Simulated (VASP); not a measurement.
Pd, 1 atom in the cell. Symmetry: Im-3m, No. 229, cubic system. The conventional cell has a = 3.145 Å, b = 3.145 Å, c = 3.145 Å, α = 90.00°, β = 90.00°, γ = 90.00°. Pd (site symmetry m-3m) has 14 Pd at 2.72 to 3.14 Å within 3.6 Å. 

```yaml
Program: VASP 6.6.1
Task: single point
Functional: PBE
Potentials_or_basis: VASP PAW PBE potentials, release 64 (Pd)
Cutoff: 520 eV
k_mesh: 12 × 12 × 12
Occupations: gaussian, width 0.014 eV
Spin: no spin polarisation
Dipole_correction: no
Further_INCAR_settings: ALGO = Normal; EDIFF = 1e-06; NBANDS = 11
```

Potentials or basis: VASP PAW PBE potentials, release 64 (Pd).

Command:

```bash
$ cat potpaw_PBE.64/Pd/POTCAR > POTCAR
$ mpirun -np 1 vasp_std > vasp.out
```

Hardware: 1 thread of AMD EPYC 9R45 96-Core Processor (Zen 5), with other jobs on the host.

Q: Estimate the wall time of this run.

A: It took 4.8 s on 1 thread of AMD EPYC 9R45 96-Core Processor (Zen 5) (shared host), peak memory 0.1 GiB. Counts: scf iterations 9, k points 72.
